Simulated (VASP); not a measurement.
# AlNi3 (Pm-3m) in VASP: settings compared, part 2 of 2

VASP 6.6.1. Earlier steps stand in the parts before.

**5. Single point, RPBE, collinear spin, ferromagnetic start**

This run uses another cell than the first one, of 11.65 Å³/atom.

INCAR

```
ALGO = Normal ; EDIFF = 1E-6
ENCUT = 520 ; GGA = RP
ISIF = 2 ; ISMEAR = -1
ISPIN = 2 ; LASPH = True
LCHARG = False ; LMAXMIX = 4
LORBIT = 11 ; LREAL = False
LWAVE = False ; MAGMOM = 1 1 1 0
NBANDS = 28 ; NELM = 150
PREC = Accurate ; SIGMA = 0.05
```

KPOINTS

```
k-points
0
Gamma
  8 8 8
```

POSCAR

```
AlNi3
1.0
    3.5982657981      0.0000000000      0.0000000000
    0.0000000000      3.5982657981      0.0000000000
    0.0000000000      0.0000000000      3.5982657981
Ni Al
3 1
Direct
    0.5000000000      0.5000000000      0.0000000000
    0.5000000000      0.0000000000      0.5000000000
    0.0000000000      0.5000000000      0.5000000000
    0.0000000000      0.0000000000      0.0000000000
```

Command:

```bash
$ cat potpaw_PBE.64/Ni/POTCAR potpaw_PBE.64/Al/POTCAR > POTCAR
$ mpirun -np 1 vasp_std > vasp.out
```

Wall time 54 s (1 thread of AMD EPYC 9R14 (Zen 4), shared host); peak memory 0.18 GiB.

The run converged. Its results:

- Free energy: -20.0615 eV
- Pressure: 0.2 GPa
- Net moment: 0.73 μB per cell
- Site moments: Ni +0.26; Al -0.01 μB
- Valence electrons inside the program's atomic spheres: Ni 9.32; Al 0.79

Levels at points of the mesh, in eV from the Fermi level:
Spin up:
| k point | band 14 | band 15 | band 16 | band 17 | band 18 | band 19 | band 20 | band 21 |
| --- | --- | --- | --- | --- | --- | --- | --- | --- |
| (0.00, 0.00, 0.00) | -0.12 | -0.12 | -0.12 | 0.86 | 0.86 | 0.86 | 6.35 | 6.35 |
| (0.50, 0.00, 0.00) | -1.13 | -1.02 | -0.51 | -0.12 | 5.32 | 5.32 | 5.48 | 5.48 |
| (0.50, 0.50, 0.00) | -1.16 | -0.97 | -0.94 | -0.57 | 0.76 | 0.76 | 7.88 | 8.00 |
| (0.50, 0.50, 0.50) | -1.04 | -1.04 | -0.28 | -0.28 | -0.28 | -0.11 | 3.17 | 3.86 |
Spin down:
| k point | band 12 | band 13 | band 14 | band 15 | band 16 | band 17 | band 18 | band 19 | band 20 | band 21 |
| --- | --- | --- | --- | --- | --- | --- | --- | --- | --- | --- |
| (0.00, 0.00, 0.00) | -0.39 | 0.01 | 0.34 | 0.34 | 0.34 | 0.82 | 0.82 | 0.82 | 6.44 | 6.44 |
| (0.50, 0.00, 0.00) | -0.98 | -0.87 | -0.87 | -0.77 | -0.32 | 0.34 | 5.37 | 5.37 | 5.51 | 5.51 |
| (0.50, 0.50, 0.00) | -1.08 | -1.08 | -1.04 | -0.75 | -0.54 | -0.43 | 1.07 | 1.07 | 7.90 | 8.03 |
| (0.50, 0.50, 0.50) | -1.10 | -1.10 | -0.85 | -0.85 | -0.15 | 0.11 | 0.11 | 0.11 | 3.27 | 4.07 |

Caveat: the PAW data sets were made with another functional, which shifts forces and pressure a little.

**6. Relaxation of cell and atoms, RPBE, collinear spin, ferromagnetic start**

This run uses another cell than the first one, of 10.93 Å³/atom.

INCAR

```
ALGO     = Normal         # electronic algorithm
EDIFF    = 1E-7           # SCF threshold, eV
EDIFFG   = -0.01          # ionic threshold
ENCUT    = 600            # plane-wave cutoff, eV
GGA      = RP             # functional
IBRION   = 2              # ionic algorithm
ISIF     = 3              # what is computed and relaxed
ISMEAR   = -1             # smearing method
ISPIN    = 2              # spin polarisation
LASPH    = T              # aspherical terms in the spheres
LCHARG   = F              # write CHGCAR
LMAXMIX  = 4              # l up to which the mixer works
LORBIT   = 11             # projections on sites
LREAL    = F              # projectors in reciprocal space
LWAVE    = F              # write WAVECAR
MAGMOM   = 1 1 1 0        # initial moments
NELM     = 150            # most SCF steps
NSW      = 60             # ionic steps
PREC     = Accurate       # precision mode
SIGMA    = 0.05           # smearing width, eV
```

KPOINTS is that of step 5.

POSCAR

```
AlNi3
1.0
    3.5230547267      0.0000000000      0.0000000000
    0.0000000000      3.5230547267      0.0000000000
    0.0000000000      0.0000000000      3.5230547267
Ni Al
3 1
Direct
    0.5000000000      0.5000000000      0.0000000000
    0.5000000000      0.0000000000      0.5000000000
    0.0000000000      0.5000000000      0.5000000000
    0.0000000000      0.0000000000      0.0000000000
```

Potentials or basis: VASP PAW PBE potentials, release 64 (Ni, Al).

Command:

```bash
$ cat potpaw_PBE.64/Ni/POTCAR potpaw_PBE.64/Al/POTCAR > POTCAR
$ mpirun -np 1 vasp_std > vasp.out
```

OUTCAR:

```text
EDIFF = 1E-7
   EDIFFG = -0.01
   ENCUT = 600
   GGA = RP
   IBRION = 2
   ISIF = 3
   ISMEAR = -1
   ISPIN = 2
   LASPH = T
   LORBIT = 11
   LREAL = F
   NELM = 150
   NSW = 60
   PREC = Accurate

 ion  position               nearest neighbor table
   1  0.500  0.500  0.000-   2 2.49   3 2.49   4 2.49   2 2.49   3 2.49   2 2.49   4 2.49   2 2.49
                             3 2.49   4 2.49   3 2.49   4 2.49
   2  0.500  0.000  0.500-   1 2.49   3 2.49   4 2.49   1 2.49   4 2.49   1 2.49   3 2.49   1 2.49
                             3 2.49   4 2.49   4 2.49   3 2.49
   3  0.000  0.500  0.500-   1 2.49   2 2.49   4 2.49   1 2.49   4 2.49   2 2.49   4 2.49   4 2.49
                             1 2.49   2 2.49   1 2.49   2 2.49
   4  0.000  0.000  0.000-   1 2.49   2 2.49   3 2.49   2 2.49   3 2.49   1 2.49   3 2.49   3 2.49
                             1 2.49   2 2.49   2 2.49   1 2.49

  LATTYP: Found a simple cubic cell.
 ALAT       =     3.5230547267

  Lattice vectors:

 A1 = (   3.5230547267,   0.0000000000,   0.0000000000)
 A2 = (   0.0000000000,   3.5230547267,   0.0000000000)
 A3 = (   0.0000000000,   0.0000000000,   3.5230547267)

Analysis of symmetry for initial positions (statically):
=====================================================================
 Subroutine PRICEL returns:
 Original cell was already a primitive cell.

 Routine SETGRP: Setting up the symmetry group for a
 simple cubic supercell.

 Subroutine GETGRP returns: Found 48 space group operations
 (whereof 48 operations were pure point group operations)
 out of a pool of 48 trial point group operations.

The static configuration has the point symmetry O_h .

Analysis of symmetry for dynamics (positions and initial velocities):
=====================================================================
 Subroutine PRICEL returns:
 Original cell was already a primitive cell.

 Routine SETGRP: Setting up the symmetry group for a
 simple cubic supercell.

 Subroutine GETGRP returns: Found 48 space group operations
 (whereof 48 operations were pure point group operations)
 out of a pool of 48 trial point group operations.

The dynamic configuration has the point symmetry O_h .

Analysis of structural, dynamic, and magnetic symmetry:
=====================================================================
 Subroutine PRICEL returns:
 Original cell was already a primitive cell.

[... 138 lines left out ...]
   AEXX    =    0.0000 exact exchange contribution
   IVDW    =     0    specifies the selected vdW correction
   LEPSILON=     F    determine dielectric tensor
   LRPA    =     F    only Hartree local field effects (RPA)
 conjugate gradient relaxation of ions
 spin polarized calculation
  energy-cutoff  :      600.00
  volume of cell :       43.73
 maximum number of plane-waves:      1492
   NGX = 15   NGY = 15   NGZ = 15

--------------------------------------- Ionic step        1  -------------------------------------------

 number of electron      32.9999980 magnetization       0.6917660

 Free energy of the ion-electron system (eV)
  ---------------------------------------------------
  ext. energy  EPLUGINS =         0.00000000
  ---------------------------------------------------
  free energy    TOTEN  =       -19.95552314 eV

  energy without entropy =      -19.92664534  energy(sigma->0) =      -19.94108424

 E-fermi :  10.0679     XC(G=0): -12.7502

 val. band max:       10.0636010921   @ k =   0.2500   0.2500   0.0000
 cond. band min:      10.0772485144   @ k =   0.0000   0.0000   0.0000
 fundamental gap:      0.0136474223
 Fermi energy:        10.0679304079

 spin component 1

 k-point     1 :       0.0000    0.0000    0.0000
  band No.  band energies     occupation
      1      -0.0987      1.00000
      2       5.5885      1.00000
      3       6.2703      1.00000
      4       6.2703      1.00000
      5       6.6411      1.00000
      6       6.6411      1.00000
[... 1270 lines left out ...]
--------------------------------------- Ionic step        3  -------------------------------------------

 number of electron      33.0000059 magnetization      -0.7294792

 Free energy of the ion-electron system (eV)
  ---------------------------------------------------
  ext. energy  EPLUGINS =         0.00000000
  ---------------------------------------------------
  free energy    TOTEN  =       -20.05922590 eV

  energy without entropy =      -20.02985192  energy(sigma->0) =      -20.04453891

 E-fermi :   9.2114     XC(G=0): -12.4045

 val. band max:        9.1868718929   @ k =   0.3750   0.2500   0.2500
 cond. band min:       9.2192186012   @ k =   0.0000   0.0000   0.0000
 fundamental gap:      0.0323467082
 Fermi energy:         9.2114140966

 spin component 1

 k-point     1 :       0.0000    0.0000    0.0000
  band No.  band energies     occupation
      1      -0.5635      1.00000
      2       5.1684      1.00000
      3       5.8838      1.00000
      4       5.8838      1.00000
      5       6.3596      1.00000
      6       6.3596      1.00000
[... 1226 lines left out ...]
  FREE ENERGIE OF THE ION-ELECTRON SYSTEM (eV)
  ---------------------------------------------------
  free  energy   TOTEN  =       -20.0592258951 eV

  energy  without entropy=      -20.0298519171  energy(sigma->0) =      -20.04453891

 reached required accuracy - stopping structural energy minimisation

 total charge

# of ion       s       p       d       tot
------------------------------------------
    1        0.477   0.487   8.360   9.324
    2        0.477   0.487   8.360   9.324
    3        0.477   0.487   8.360   9.324
    4        0.409   0.380   0.000   0.788
--------------------------------------------------
tot          1.840   1.841  25.079  28.760

 magnetization (x)

# of ion       s       p       d       tot
------------------------------------------
    1        0.003   0.010  -0.276  -0.263
    2        0.003   0.010  -0.276  -0.263
    3        0.003   0.010  -0.276  -0.263
    4        0.001   0.008   0.000   0.009
--------------------------------------------------
tot          0.011   0.039  -0.829  -0.780
```

It took 2.3 min on 1 thread of AMD EPYC 9R14 (Zen 4), shared host; peak memory 0.19 GiB.

Results:

| Item | Value |
| --- | --- |
| Free energy | -20.0592 eV |
| Relaxed volume | 11.66 Å³/atom |
| Relaxed cell | a = 3.599 Å, b = 3.599 Å, c = 3.599 Å, α = 90.00°, β = 90.00°, γ = 90.00° |
| Space group after relaxing (to 0.1 Å) | Pm-3m (No. 221) |
| Energy gained by relaxing | 25.9 meV/atom |
| Ionic steps | 3 |
| Pressure after relaxing | 0.0 GPa |
| Net moment | -0.73 μB per cell |
| Site moments | Ni -0.26; Al +0.01 μB |
| Valence electrons inside the program's atomic spheres | Ni 9.32; Al 0.79 |

Step by step:
```
step  energy change (eV)  largest force (eV/Å)  pressure (GPa)  volume (Å³)
   1              0.0000                0.0000           12.24        43.73
   2             -0.0354                0.0000           -7.93        49.23
   3             -0.1037                0.0000           -0.04        46.63
```

Final structure:
```yaml
crystal:
  lattice:
    - [3.59931, 0.00000, 0.00000]
    - [0.00000, 3.59931, 0.00000]
    - [0.00000, 0.00000, 3.59931]
  atoms:
    - { symbol: Ni, position: [0.50000, 0.50000, 0.00000] }
    - { symbol: Ni, position: [0.50000, 0.00000, 0.50000] }
    - { symbol: Ni, position: [0.00000, 0.50000, 0.50000] }
    - { symbol: Al, position: [0.00000, 0.00000, 0.00000] }
```

Caveat: the PAW data sets were made with another functional, which shifts forces and pressure a little.

**7. Summary**

| task | level | potentials or basis | cell | cutoff (eV) | gap on the mesh (eV) | pressure (GPa) | moment (μB) |
| --- | --- | --- | --- | --- | --- | --- | --- |
| single point | LDA | VASP PAW LDA potentials, release 64 (Ni_sv_GW, Al) | a = 3.451 Å, 4 atoms | 590 | none | 3.1 | 0.21 |
| single point | PBEsol | VASP PAW PBE potentials, release 64 (Ni, Al) | a = 3.519 Å, 4 atoms | 520 | none | 0.1 | 0.62 |
| single point | RPBE | VASP PAW PBE potentials, release 64 (Ni, Al) | a = 3.523 Å, 4 atoms | 520 | none | 12.4 | 0.69 |
| single point | RPBE | VASP PAW PBE potentials, release 64 (Ni, Al) | a = 3.598 Å, 4 atoms | 520 | none | 0.2 | 0.73 |
| relaxation of cell and atoms | RPBE | VASP PAW PBE potentials, release 64 (Ni, Al) | relaxed from a = 3.523 Å, 4 atoms | 600 | none | 0.0 | 0.73 |

Alike in all rows: spin collinear, ferromagnetic start; k mesh 8 × 8 × 8; smearing fermi-dirac 0.05 eV.

Caveats: the PAW data sets were made with another functional, which shifts forces and pressure a little (at least some runs); the cell stands under pressure (at least some runs).

Total energies depend on the potentials used, so only differences within one code and one set of settings carry meaning.
